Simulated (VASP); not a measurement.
# YbB2 (P6/mmm) in VASP: notebook, part 2 of 2

VASP 6.6.1.

## Step 3: Single point, r2SCAN (12.58 Å³/atom)

This run uses another cell than the first one, of 12.58 Å³/atom.

POSCAR reads:

```
YbB2
1.0
    3.3155072682      0.0000000000      0.0000000000
   -1.6577536341      2.8713135207      0.0000000000
    0.0000000000      0.0000000000      3.9649243768
Yb B
1 2
Direct
    0.0000000000      0.0000000000      0.0000000000
    0.3333333333      0.6666666667      0.5000000000
    0.6666666667      0.3333333333      0.5000000000
```

INCAR.step1 reads:

```
PREC     = Accurate       # precision mode
ENCUT    = 520            # plane-wave cutoff, eV
ISMEAR   = 0              # smearing method
SIGMA    = 0.1            # smearing width, eV
LREAL    = False          # projectors in reciprocal space
LASPH    = True           # aspherical terms in the spheres
NELM     = 80             # most SCF steps
NBANDS   = 22             # bands
GGA      = PE             # functional
ALGO     = Normal         # electronic algorithm
EDIFF    = 1E-4           # SCF threshold, eV
LWAVE    = True           # write WAVECAR
LCHARG   = False          # write CHGCAR
```

INCAR.step2 reads:

```
PREC     = Accurate       # precision mode
ENCUT    = 520            # plane-wave cutoff, eV
EDIFF    = 1E-7           # SCF threshold, eV
ISMEAR   = 0              # smearing method
SIGMA    = 0.1            # smearing width, eV
LREAL    = False          # projectors in reciprocal space
LASPH    = True           # aspherical terms in the spheres
NELM     = 80             # most SCF steps
ALGO     = Normal         # electronic algorithm
ISIF     = 2              # what is computed and relaxed
LWAVE    = False          # write WAVECAR
LCHARG   = False          # write CHGCAR
METAGGA  = R2SCAN         # meta-GGA
LMIXTAU  = True         
NBANDS   = 22             # bands
ISTART   = 1
```

KPOINTS reads:

```
Automatic mesh
0
Gamma
  15 15 12
```

Potentials or basis: VASP PAW PBE potentials, release 64 (Yb, B).

Launch:

```sh
cat potpaw_PBE.64/Yb/POTCAR potpaw_PBE.64/B/POTCAR > POTCAR
cp INCAR.step1 INCAR
mpirun -np 1 vasp_std > vasp.out
cp INCAR.step2 INCAR
mpirun -np 1 vasp_std > vasp.out
```

OUTCAR:

```text
PREC = Accurate
   ENCUT = 520
   EDIFF = 1E-7
   ISMEAR = 0
   LREAL = False
   LASPH = True
   NELM = 80
   ISIF = 2
   METAGGA = R2SCAN
   ISTART = 1

 ion  position               nearest neighbor table
   1  0.000  0.000  0.000-   2 2.76   3 2.76   2 2.76   3 2.76   3 2.76   3 2.76   2 2.76   2 2.76
                             3 2.76   3 2.76   2 2.76   2 2.76
   2  0.333  0.667  0.500-   3 1.91   3 1.91   3 1.91   1 2.76   1 2.76   1 2.76   1 2.76   1 2.76
                             1 2.76
   3  0.667  0.333  0.500-   2 1.91   2 1.91   2 1.91   1 2.76   1 2.76   1 2.76   1 2.76   1 2.76
                             1 2.76

  LATTYP: Found a hexagonal cell.
 ALAT       =     3.3155072682
 C/A-ratio  =     1.1958726240

  Lattice vectors:

 A1 = (   3.3155072682,   0.0000000000,   0.0000000000)
 A2 = (  -1.6577536341,   2.8713135207,   0.0000000000)
 A3 = (   0.0000000000,   0.0000000000,   3.9649243768)

Analysis of symmetry for initial positions (statically):
=====================================================================
 Subroutine PRICEL returns:
 Original cell was already a primitive cell.

 Routine SETGRP: Setting up the symmetry group for a
 hexagonal supercell.

 Subroutine GETGRP returns: Found 24 space group operations
 (whereof 24 operations were pure point group operations)
 out of a pool of 24 trial point group operations.

The static configuration has the point symmetry D_6h.

Analysis of symmetry for dynamics (positions and initial velocities):
=====================================================================
 Subroutine PRICEL returns:
 Original cell was already a primitive cell.

 Routine SETGRP: Setting up the symmetry group for a
 hexagonal supercell.

 Subroutine GETGRP returns: Found 24 space group operations
 (whereof 24 operations were pure point group operations)
 out of a pool of 24 trial point group operations.

The dynamic configuration has the point symmetry D_6h.

 Subroutine INISYM returns: Found 24 space group operations
 (whereof 24 operations are pure point group operations),
 and found     1 'primitive' translations

----------------------------------------------------------------------------------------

                                     Primitive cell

  volume of cell :      37.7455

  direct lattice vectors                    reciprocal lattice vectors
     3.315507268  0.000000000  0.000000000     0.301612972  0.174136330  0.000000000
    -1.657753634  2.871313521  0.000000000     0.000000000  0.348272661  0.000000000
     0.000000000  0.000000000  3.964924377     0.000000000  0.000000000  0.252211620

  length of vectors
     3.315507268  3.315507268  3.964924377     0.348272661  0.348272661  0.252211620

  position of ions in fractional coordinates (direct lattice)
     0.000000000  0.000000000  0.000000000
     0.333333333  0.666666667  0.500000000
     0.666666667  0.333333333  0.500000000

  ion indices of the primitive-cell ions
   primitive index   ion index
                 1           1
                 2           2
                 3           3

----------------------------------------------------------------------------------------

 KPOINTS: Automatic mesh

Automatic generation of k-mesh.
 Grid dimensions read from file:
 generate k-points for:   15   15   12

 Generating k-lattice:

  Cartesian coordinates                     Fractional coordinates (reciprocal lattice)
     0.020107531  0.011609089  0.000000000     0.066666667 -0.000000000  0.000000000
     0.000000000  0.023218177  0.000000000     0.000000000  0.066666667  0.000000000
     0.000000000  0.000000000  0.021017635     0.000000000  0.000000000  0.083333333

  Length of vectors
     0.023218177  0.023218177  0.021017635

  Shift w.r.t. Gamma in fractional coordinates (k-lattice)
     0.000000000  0.000000000  0.000000000

 Subroutine IBZKPT returns following result:
 ===========================================

 Found    189 irreducible k-points:

 Following reciprocal coordinates:
            Coordinates               Weight
  0.000000  0.000000  0.000000      1.000000
  0.066667  0.000000  0.000000      6.000000
  0.133333  0.000000  0.000000      6.000000
  0.200000  0.000000  0.000000      6.000000
  0.266667  0.000000  0.000000      6.000000
  0.333333  0.000000  0.000000      6.000000
[... 16 lines left out ...]
  0.333333  0.200000  0.000000     12.000000
  0.400000  0.200000  0.000000      6.000000
 [... further k-points ...]
   k-points           NKPTS =    189   k-points in BZ     NKDIM =    189   number of bands    NBANDS=     22
   number of dos      NEDOS =    301   number of ions     NIONS =      3
   total plane-waves  NPLWV =  23520
   dimension x,y,z NGX =    28 NGY =   28 NGZ =   30
   dimension x,y,z NGXF=    56 NGYF=   56 NGZF=   60
   ions per type =               1   2
   NGX,Y,Z   is equivalent  to a cutoff of  14.04, 14.04, 12.58 a.u.
   NGXF,Y,Z  is equivalent  to a cutoff of  28.08, 28.08, 25.16 a.u.
 SYSTEM =  unknown system
   PREC   = accura    normal or accurate (medium, high low for compatibility)
   ISTART =      1    job   : 0-new  1-cont  2-samecut
   ICHARG =      0    charge: 1-file 2-atom 10-const
   ISPIN  =      1    spin polarized calculation?
   LNONCOLLINEAR =      F non collinear calculations
   LSORBIT =      F    spin-orbit coupling
   LASPH  =      T    aspherical Exc in radial PAW
   ENCUT  =  520.0 eV  38.22 Ry    6.18 a.u.   6.16  6.16  7.37*2*pi/ulx,y,z
   NELM   =     80;   NELMIN=  2; NELMDL=  0     # of ELM steps
   EDIFF  = 0.1E-06   stopping-criterion for ELM
   LREAL  =      F    real-space projection
   EDIFFG = 0.1E-05   stopping-criterion for IOM
   NSW    =      0    number of steps for IOM
   IBRION =     -1    ionic relax: 0-MD 1-quasi-New 2-CG
   NFREE  =      0    steps in history (QN), initial steepest desc. (CG)
   ISIF   =      2    stress and relaxation
   ISYM   =      2    0-nonsym 1-usesym 2-fastsym
   POTIM  = 0.5000    time-step for ionic-motion
   TEBEG  =    0.0;   TEEND  =   0.0 temperature during run
   PSTRESS=    0.0 pullay stress
   NELECT =      30.0000    total number of electrons
   NUPDOWN=      -1.0000    fix difference up-down
   EMIN   =  10.00;   EMAX   =-10.00  energy-range for DOS
   EFERMI =   0.00;   METHOD = LEGACY
   ISMEAR =     0;   SIGMA  =   0.10  broadening in eV -4-tet -1-fermi 0-gaus
   EFERMI_NEDOS =   21; number of points for ismear=-14 and -15
   IALGO  =     38    algorithm
   IMIX   =      4    mixing-type and parameters
     AMIX     =   0.40;   BMIX     =  1.00
     AMIX_MAG =   1.60;   BMIX_MAG =  1.00
  volume/ion in A,a.u.               =      12.58        84.91
  Fermi-wavevector in a.u.,A,eV,Ry     =   1.516445  2.865666 31.288043  2.299606
  Thomas-Fermi vector in A             =   2.625834
   LORBIT       =      0    0 simple, 1 ext, 2 COOP (PROOUT), +10 PAW based schemes
   METAGGA = R2SCAN    functional components
   LHFCALC =     F    Hartree Fock is set to
   AEXX    =    0.0000 exact exchange contribution
   IVDW    =     0    specifies the selected vdW correction
   LEPSILON=     F    determine dielectric tensor
   LRPA    =     F    only Hartree local field effects (RPA)
 non-spin polarized calculation
 Gauss-broadening in eV      SIGMA  =   0.10
  energy-cutoff  :      520.00
  volume of cell :       37.75
 maximum number of plane-waves:      1034
 NGX is ok and might be reduce to    28
   NGX = 13   NGY = 13   NGZ = 15

 number of electron      30.0000007 magnetization

 Free energy of the ion-electron system (eV)
  ---------------------------------------------------
  ext. energy  EPLUGINS =         0.00000000
  ---------------------------------------------------
  free energy    TOTEN  =       -51.61980180 eV

  energy without entropy =      -51.60251835  energy(sigma->0) =      -51.61116008

 E-fermi :   3.5789     XC(G=0): -12.5638

 val. band max:        3.5779842990   @ k =   0.0000   0.0000   0.0000
 cond. band min:       3.5844804138   @ k =   0.1333   0.0000   0.4167
 fundamental gap:      0.0064961148
 Fermi energy:         3.5789462456

 k-point     1 :       0.0000    0.0000    0.0000
  band No.  band energies     occupation
      1     -49.0544      2.00000
      2     -20.6007      2.00000
      3     -20.3770      2.00000
      4     -20.3769      2.00000
      5      -7.8447      2.00000
      6       1.7172      2.00000
[... 574 lines left out ...]
      6      -3.1581      2.00000
[... 14 lines left out ...]
     21      13.1809      0.00000
     22      15.4324      0.00000

 [... further k-points ...]

------------------------ aborting loop because EDIFF is reached ----------------------------------------

  FORCE on cell =-STRESS in cart. coord.  units (eV):
  Direction    XX          YY          ZZ          XY          YZ          ZX
  --------------------------------------------------------------------------------------
  -------------------------------------------------------------------------------------
  Total       -2.5462313     -2.5462313     -2.6259700      0.0000000     -0.0000000      0.0000000
  in kB     -108.0794015   -108.0794015   -111.4640536      0.0000000     -0.0000000      0.0000000
  external PRESSURE =    -109.2076189 kB  Pullay stress =       0.0000000 kB

 VOLUME and BASIS-vectors are now :
 -----------------------------------------------------------------------------
  energy-cutoff  :      520.00
  volume of cell :       37.75
      direct lattice vectors                 reciprocal lattice vectors
     3.315507268  0.000000000  0.000000000     0.301612972  0.174136330  0.000000000
    -1.657753634  2.871313521  0.000000000     0.000000000  0.348272661  0.000000000
     0.000000000  0.000000000  3.964924377     0.000000000  0.000000000  0.252211620

 POSITION                                       TOTAL-FORCE (eV/Angst)
 -----------------------------------------------------------------------------------
      0.00000      0.00000      0.00000         0.000000      0.000000      0.000000
     -0.00000      1.91421      1.98246        -0.000000      0.000000      0.000000
      1.65775      0.95710      1.98246         0.000000     -0.000000      0.000000
 -----------------------------------------------------------------------------------
    total drift:                               -0.000000      0.000000      0.000000

  FREE ENERGIE OF THE ION-ELECTRON SYSTEM (eV)
  ---------------------------------------------------
  free  energy   TOTEN  =       -51.6198018040 eV

  energy  without entropy=      -51.6025183540  energy(sigma->0) =      -51.61116008
```

Run time: 15 min. Hardware: 1 thread of Intel Xeon Platinum 8488C (Sapphire Rapids), shared host; peak memory 0.31 GiB.

Results:

```yaml
Free_energy: -51.6198 eV
Pressure: -10.9 GPa
Band_gap_on_the_k_mesh: zero (bands 15 and 16 overlap by 1.18 eV)
```

Levels at points of the mesh, in eV from the Fermi level:
| k point | band 12 | band 13 | band 14 | band 15 | band 16 | band 17 | band 18 | band 19 |
| --- | --- | --- | --- | --- | --- | --- | --- | --- |
| (0.00, 0.00, 0.00) | -0.32 | -0.27 | -0.27 | -0.17 | 0.00 | 5.95 | 6.45 | 6.45 |
| (0.00, 0.00, 0.50) | -0.26 | -0.26 | 0.94 | 0.94 | 3.80 | 3.80 | 4.07 | 4.26 |

Caveat: the cell stands under tension; the PAW data sets were made with another functional, which shifts forces and pressure a little; spin-orbit coupling is left out, which moves the levels of the heavy elements. Spin polarisation is off, so any magnetic state and its effect on volume and gap are missing.
